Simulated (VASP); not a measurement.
# MnSi4C (P4/mmm) in VASP: notebook

The runs below take MnSi4C through single point, with PBE.

All numbers are computed with VASP 6.6.1; they aren't measurements. Logs are shortened: lines on timing, memory, paths and dates and some standing lists are left out, and cuts for length are marked.

### Step 1. The cell of the first run

The structure is tetragonal, space group P4/mmm (No. 123). The conventional cell has a = 3.836 Å, b = 3.836 Å, c = 5.010 Å, α = 90.00°, β = 90.00°, γ = 90.00°. Within 3.0 Å of Mn (site symmetry 4/mmm) lie 8 Si at 2.29 Å. Si (site symmetry 2mm) has 2 C at 2.29 Å and 2 Mn at 2.29 Å and 6 Si at 2.50 to 2.71 Å within 3.0 Å. C (site symmetry 4/mmm) has 8 Si at 2.29 Å within 3.0 Å.

The cell was generated, and may not be a known phase.

### Step 2. Single point, PBE

INCAR

```
SYSTEM = MnSi4C
ALGO = Normal
EDIFF = 1E-6
ENCUT = 520
GGA = PE
ISIF = 2
ISMEAR = 0
LASPH = .TRUE.
LCHARG = .TRUE.
LELF = .TRUE.
LREAL = .FALSE.
LVHAR = .TRUE.
LWAVE = .FALSE.
NBANDS = 26
NELM = 60
PREC = Accurate
SIGMA = 0.1
```

KPOINTS

```
k-points
0
G
  10 10 8
  0 0 0
```

POSCAR

```
MnSi4C
1.0
    3.8362904073      0.0000000000      0.0000000000
    0.0000000000      3.8362904073      0.0000000000
    0.0000000000      0.0000000000      5.0097755682
Mn Si C
1 4 1
Direct
    0.5000000000      0.5000000000      0.5000000000
    0.0000000000      0.5000000000      0.7506631311
    0.5000000000      0.0000000000      0.7506631311
    0.0000000000      0.5000000000      0.2493368689
    0.5000000000      0.0000000000      0.2493368689
    0.0000000000      0.0000000000      0.0000000000
```

Potentials or basis: VASP PAW PBE potentials, release 64 (Mn_pv, Si, C).

Started as:

```
> cat potpaw_PBE.64/Mn_pv/POTCAR potpaw_PBE.64/Si/POTCAR potpaw_PBE.64/C/POTCAR > POTCAR
> mpirun -np 1 vasp_std > vasp.out
```

OUTCAR:

```text
SYSTEM = MnSi4C
   EDIFF = 1E-6
   ENCUT = 520
   GGA = PE
   ISIF = 2
   ISMEAR = 0
   LASPH = .TRUE.
   LREAL = .FALSE.
   NELM = 60
   PREC = Accurate

 ion  position               nearest neighbor table
   1  0.500  0.500  0.500-   2 2.29   3 2.29   4 2.29   5 2.29   3 2.29   5 2.29   2 2.29   4 2.29

   2  0.000  0.500  0.751-   6 2.29   6 2.29   1 2.29   1 2.29   4 2.50   4 2.51   3 2.71   3 2.71
                             3 2.71   3 2.71
   3  0.500  0.000  0.751-   6 2.29   6 2.29   1 2.29   1 2.29   5 2.50   5 2.51   2 2.71   2 2.71
                             2 2.71   2 2.71
   4  0.000  0.500  0.249-   6 2.29   6 2.29   1 2.29   1 2.29   2 2.50   2 2.51   5 2.71   5 2.71
                             5 2.71   5 2.71
   5  0.500  0.000  0.249-   6 2.29   6 2.29   1 2.29   1 2.29   3 2.50   3 2.51   4 2.71   4 2.71
                             4 2.71   4 2.71
   6  0.000  0.000  0.000-   2 2.29   3 2.29   4 2.29   5 2.29   2 2.29   4 2.29   3 2.29   5 2.29

  LATTYP: Found a simple tetragonal cell.
 ALAT       =     3.8362904073
 C/A-ratio  =     1.3058905965

  Lattice vectors:

 A1 = (   3.8362904073,   0.0000000000,   0.0000000000)
 A2 = (   0.0000000000,   3.8362904073,   0.0000000000)
 A3 = (   0.0000000000,   0.0000000000,   5.0097755682)

Analysis of symmetry for initial positions (statically):
=====================================================================
 Subroutine PRICEL returns:
 Original cell was already a primitive cell.

 Routine SETGRP: Setting up the symmetry group for a
 simple tetragonal supercell.

 Subroutine GETGRP returns: Found 16 space group operations
 (whereof 16 operations were pure point group operations)
 out of a pool of 16 trial point group operations.

The static configuration has the point symmetry D_4h.

Analysis of symmetry for dynamics (positions and initial velocities):
=====================================================================
 Subroutine PRICEL returns:
 Original cell was already a primitive cell.

 Routine SETGRP: Setting up the symmetry group for a
 simple tetragonal supercell.

 Subroutine GETGRP returns: Found 16 space group operations
 (whereof 16 operations were pure point group operations)
 out of a pool of 16 trial point group operations.

The dynamic configuration has the point symmetry D_4h.

 Subroutine INISYM returns: Found 16 space group operations
 (whereof 16 operations are pure point group operations),
 and found     1 'primitive' translations

----------------------------------------------------------------------------------------

                                     Primitive cell

  volume of cell :      73.7295

  direct lattice vectors                    reciprocal lattice vectors
     3.836290407  0.000000000  0.000000000     0.260668483  0.000000000  0.000000000
     0.000000000  3.836290407  0.000000000     0.000000000  0.260668483  0.000000000
     0.000000000  0.000000000  5.009775568     0.000000000  0.000000000  0.199609740

  length of vectors
     3.836290407  3.836290407  5.009775568     0.260668483  0.260668483  0.199609740

  position of ions in fractional coordinates (direct lattice)
     0.500000000  0.500000000  0.500000000
     0.000000000  0.500000000  0.750663131
     0.500000000  0.000000000  0.750663131
     0.000000000  0.500000000  0.249336869
     0.500000000  0.000000000  0.249336869
     0.000000000  0.000000000  0.000000000

  ion indices of the primitive-cell ions
   primitive index   ion index
                 1           1
                 2           2
                 3           3
                 4           4
                 5           5
                 6           6

----------------------------------------------------------------------------------------

 KPOINTS: k-points

Automatic generation of k-mesh.
 Grid dimensions read from file:
 generate k-points for:   10   10    8

 Generating k-lattice:

  Cartesian coordinates                     Fractional coordinates (reciprocal lattice)
     0.026066848  0.000000000  0.000000000     0.100000000  0.000000000  0.000000000
     0.000000000  0.026066848  0.000000000     0.000000000  0.100000000  0.000000000
     0.000000000  0.000000000  0.024951218     0.000000000  0.000000000  0.125000000

  Length of vectors
     0.026066848  0.026066848  0.024951218

  Shift w.r.t. Gamma in fractional coordinates (k-lattice)
     0.000000000  0.000000000  0.000000000

 Subroutine IBZKPT returns following result:
 ===========================================

 Found    105 irreducible k-points:

 Following reciprocal coordinates:
            Coordinates               Weight
  0.000000  0.000000  0.000000      1.000000
  0.100000  0.000000  0.000000      4.000000
  0.200000  0.000000  0.000000      4.000000
  0.300000  0.000000  0.000000      4.000000
  0.400000  0.000000  0.000000      4.000000
  0.500000  0.000000  0.000000      2.000000
[... 16 lines left out ...]
  0.100000  0.000000  0.125000      8.000000
  0.200000  0.000000  0.125000      8.000000
 [... further k-points ...]
   k-points           NKPTS =    105   k-points in BZ     NKDIM =    105   number of bands    NBANDS=     26
   number of dos      NEDOS =    301   number of ions     NIONS =      6
   total plane-waves  NPLWV =  36000
   dimension x,y,z NGX =    30 NGY =   30 NGZ =   40
   dimension x,y,z NGXF=    60 NGYF=   60 NGZF=   80
   ions per type =               1   4   1
   NGX,Y,Z   is equivalent  to a cutoff of  13.00, 13.00, 13.27 a.u.
   NGXF,Y,Z  is equivalent  to a cutoff of  26.00, 26.00, 26.55 a.u.
 SYSTEM =  MnSi4C
   PREC   = accura    normal or accurate (medium, high low for compatibility)
   ISTART =      0    job   : 0-new  1-cont  2-samecut
   ICHARG =      2    charge: 1-file 2-atom 10-const
   ISPIN  =      1    spin polarized calculation?
   LNONCOLLINEAR =      F non collinear calculations
   LSORBIT =      F    spin-orbit coupling
   LASPH  =      T    aspherical Exc in radial PAW
   ENCUT  =  520.0 eV  38.22 Ry    6.18 a.u.   7.13  7.13  9.31*2*pi/ulx,y,z
   NELM   =     60;   NELMIN=  2; NELMDL= -5     # of ELM steps
   EDIFF  = 0.1E-05   stopping-criterion for ELM
   LREAL  =      F    real-space projection
   EDIFFG = 0.1E-04   stopping-criterion for IOM
   NSW    =      0    number of steps for IOM
   IBRION =     -1    ionic relax: 0-MD 1-quasi-New 2-CG
   NFREE  =      0    steps in history (QN), initial steepest desc. (CG)
   ISIF   =      2    stress and relaxation
   ISYM   =      2    0-nonsym 1-usesym 2-fastsym
   POTIM  = 0.5000    time-step for ionic-motion
   TEBEG  =    0.0;   TEEND  =   0.0 temperature during run
   PSTRESS=    0.0 pullay stress
   NELECT =      33.0000    total number of electrons
   NUPDOWN=      -1.0000    fix difference up-down
   EMIN   =  10.00;   EMAX   =-10.00  energy-range for DOS
   EFERMI =   0.00;   METHOD = LEGACY
   ISMEAR =     0;   SIGMA  =   0.10  broadening in eV -4-tet -1-fermi 0-gaus
   EFERMI_NEDOS =   21; number of points for ismear=-14 and -15
   IALGO  =     38    algorithm
   IMIX   =      4    mixing-type and parameters
     AMIX     =   0.40;   BMIX     =  1.00
     AMIX_MAG =   1.60;   BMIX_MAG =  1.00
  volume/ion in A,a.u.               =      12.29        82.93
  Fermi-wavevector in a.u.,A,eV,Ry     =   1.252273  2.366453 21.336494  1.568188
  Thomas-Fermi vector in A             =   2.386181
   LORBIT       =      0    0 simple, 1 ext, 2 COOP (PROOUT), +10 PAW based schemes
   GGA     = PE    functional components
   LHFCALC =     F    Hartree Fock is set to
   AEXX    =    0.0000 exact exchange contribution
   IVDW    =     0    specifies the selected vdW correction
   LEPSILON=     F    determine dielectric tensor
   LRPA    =     F    only Hartree local field effects (RPA)
 non-spin polarized calculation
 Gauss-broadening in eV      SIGMA  =   0.10
  energy-cutoff  :      520.00
  volume of cell :       73.73
 maximum number of plane-waves:      2008
 NGX is ok and might be reduce to    30
   NGX = 15   NGY = 15   NGZ = 19

 number of electron      33.0000012 magnetization

 Free energy of the ion-electron system (eV)
  ---------------------------------------------------
  ext. energy  EPLUGINS =         0.00000000
  ---------------------------------------------------
  free energy    TOTEN  =       -38.26580034 eV

  energy without entropy =      -38.25909826  energy(sigma->0) =      -38.26244930

 E-fermi :   9.6946     XC(G=0): -11.6612

 val. band max:        9.6557532796   @ k =   0.1000   0.1000   0.2500
 cond. band min:       9.7009630776   @ k =   0.1000   0.0000   0.5000
 fundamental gap:      0.0452097980
 Fermi energy:         9.6946255938

 k-point     1 :       0.0000    0.0000    0.0000
  band No.  band energies     occupation
      1     -37.5547      2.00000
      2     -37.4812      2.00000
      3     -37.4812      2.00000
      4      -5.0913      2.00000
      5       0.7582      2.00000
      6       0.8358      2.00000
[... 18 lines left out ...]
     25      15.2918      0.00000
     26      16.8766      0.00000

 k-point     2 :       0.1000    0.0000    0.0000
  band No.  band energies     occupation
      1     -37.5546      2.00000
      2     -37.4817      2.00000
      3     -37.4812      2.00000
      4      -5.0075      2.00000
      5       0.7660      2.00000
      6       0.9134      2.00000
[... 18 lines left out ...]
     25      15.7075      0.00000
     26      17.2996      0.00000

 k-point     3 :       0.2000    0.0000    0.0000
  band No.  band energies     occupation
      1     -37.5544      2.00000
      2     -37.4830      2.00000
      3     -37.4811      2.00000
      4      -4.7619      2.00000
      5       0.5088      2.00000
      6       1.1408      2.00000
[... 18 lines left out ...]
     25      16.6946      0.00000
     26      16.8282      0.00000

 k-point     4 :       0.3000    0.0000    0.0000
  band No.  band energies     occupation
      1     -37.5542      2.00000
      2     -37.4845      2.00000
      3     -37.4810      2.00000
      4      -4.3777      2.00000
      5      -0.3403      2.00000
      6       1.4966      2.00000
[... 18 lines left out ...]
     25      16.0210      0.00000
     26      16.8481      0.00000

 k-point     5 :       0.4000    0.0000    0.0000
  band No.  band energies     occupation
      1     -37.5541      2.00000
      2     -37.4858      2.00000
      3     -37.4810      2.00000
      4      -3.9315      2.00000
      5      -1.1949      2.00000
      6       1.9103      2.00000
[... 18 lines left out ...]
     25      15.6536      0.00000
     26      16.5503      0.00000

 k-point     6 :       0.5000    0.0000    0.0000
  band No.  band energies     occupation
      1     -37.5540      2.00000
      2     -37.4862      2.00000
      3     -37.4809      2.00000
      4      -3.6837      2.00000
      5      -1.5891      2.00000
      6       2.1408      2.00000
[... 427 lines left out ...]
 k-point    21 :       0.5000    0.5000    0.0000
  band No.  band energies     occupation
      1     -37.5534      2.00000
      2     -37.4859      2.00000
      3     -37.4859      2.00000
      4      -2.3214      2.00000
      5      -0.4005      2.00000
      6      -0.4005      2.00000
[... 18 lines left out ...]
     25      18.3724      0.00000
     26      18.3724      0.00000

 k-point    22 :       0.0000    0.0000    0.1250
  band No.  band energies     occupation
      1     -37.5547      2.00000
      2     -37.4812      2.00000
      3     -37.4812      2.00000
      4      -5.0302      2.00000
      5      -0.3003      2.00000
      6       1.9997      2.00000
[... 18 lines left out ...]
     25      15.4857      0.00000
     26      16.1269      0.00000

 k-point    23 :       0.1000    0.0000    0.1250
  band No.  band energies     occupation
      1     -37.5546      2.00000
      2     -37.4817      2.00000
      3     -37.4812      2.00000
      4      -4.9473      2.00000
      5      -0.2306      2.00000
      6       1.9400      2.00000
[... 18 lines left out ...]
     25      15.9481      0.00000
     26      16.2435      0.00000

 k-point    24 :       0.2000    0.0000    0.1250
  band No.  band energies     occupation
      1     -37.5545      2.00000
      2     -37.4830      2.00000
      3     -37.4811      2.00000
      4      -4.7043      2.00000
      5      -0.0816      2.00000
      6       1.2182      2.00000
[... 18 lines left out ...]
     25      16.2218      0.00000
     26      16.6035      0.00000

 [... further k-points ...]
[... 5 lines left out ...]
  --------------------------------------------------------------------------------------
  -------------------------------------------------------------------------------------
  Total       -0.0619217     -0.0619217     -0.0746656      0.0000000      0.0000000      0.0000000
  in kB       -1.3455889     -1.3455889     -1.6225197      0.0000000      0.0000000      0.0000000
  external PRESSURE =      -1.4378992 kB  Pullay stress =       0.0000000 kB

 VOLUME and BASIS-vectors are now :
 -----------------------------------------------------------------------------
  energy-cutoff  :      520.00
  volume of cell :       73.73
      direct lattice vectors                 reciprocal lattice vectors
     3.836290407  0.000000000  0.000000000     0.260668483  0.000000000  0.000000000
     0.000000000  3.836290407  0.000000000     0.000000000  0.260668483  0.000000000
     0.000000000  0.000000000  5.009775568     0.000000000  0.000000000  0.199609740

 POSITION                                       TOTAL-FORCE (eV/Angst)
 -----------------------------------------------------------------------------------
      1.91815      1.91815      2.50489        -0.000000      0.000000      0.000000
      0.00000      1.91815      3.76065        -0.000000     -0.000000      0.011696
      1.91815      0.00000      3.76065         0.000000      0.000000      0.011696
      0.00000      1.91815      1.24912        -0.000000     -0.000000     -0.011696
      1.91815      0.00000      1.24912         0.000000      0.000000     -0.011696
      0.00000      0.00000      0.00000        -0.000000      0.000000      0.000000
 -----------------------------------------------------------------------------------
    total drift:                                0.000000      0.000000      0.000000

  FREE ENERGIE OF THE ION-ELECTRON SYSTEM (eV)
  ---------------------------------------------------
  free  energy   TOTEN  =       -38.2658003359 eV

  energy  without entropy=      -38.2590982567  energy(sigma->0) =      -38.26244930
```

Wall time 4.8 min (1 thread of Intel Xeon 8259CL, shared host); peak memory 0.31 GiB.

What came out:

* Free energy: -38.2658 eV
* Pressure: -0.1 GPa
* Largest force: 0.012 eV/Å
* Band gap on the k mesh: zero (an odd number of electrons rules out a gap without spin polarisation)

Forces on the atoms (eV/Å):
```
Mn   0.000  0.000  0.000
Si   0.000  0.000  0.012
Si   0.000  0.000  0.012
Si   0.000  0.000 -0.012
Si   0.000  0.000 -0.012
C    0.000  0.000  0.000
```

Levels at points of the mesh, in eV from the Fermi level:
| k point | band 12 | band 13 | band 14 | band 15 | band 16 | band 17 | band 18 | band 19 | band 20 | band 21 |
| --- | --- | --- | --- | --- | --- | --- | --- | --- | --- | --- |
| (0.00, 0.00, 0.00) | -2.82 | -2.64 | -0.66 | 0.01 | 0.24 | 0.24 | 0.55 | 1.35 | 2.91 | 2.91 |
| (0.50, 0.00, 0.00) | -2.55 | -2.30 | -1.41 | -1.39 | -0.99 | -0.71 | 2.06 | 2.69 | 3.30 | 3.87 |
| (0.50, 0.50, 0.00) | -4.75 | -3.72 | -2.62 | -1.14 | -0.73 | 1.57 | 1.57 | 2.21 | 2.82 | 4.34 |
| (0.00, 0.00, 0.50) | -2.42 | -2.42 | -1.44 | -1.44 | -1.25 | -0.62 | -0.15 | 2.93 | 4.09 | 4.96 |
| (0.50, 0.00, 0.50) | -2.67 | -2.27 | -1.20 | -1.14 | -0.79 | -0.17 | 2.81 | 2.84 | 3.02 | 3.06 |
| (0.50, 0.50, 0.50) | -2.06 | -2.06 | -1.12 | -0.90 | -0.39 | 2.13 | 2.44 | 2.44 | 3.71 | 4.22 |

Caveat: the run has no spin polarisation, though such a crystal can be magnetic. Spin polarisation is off, so any magnetic state and its effect on volume and gap are missing.

(Part 1 of 2 ends here.)

The gap in the log of VASP goes by the Fermi energy; the results here count the filled bands.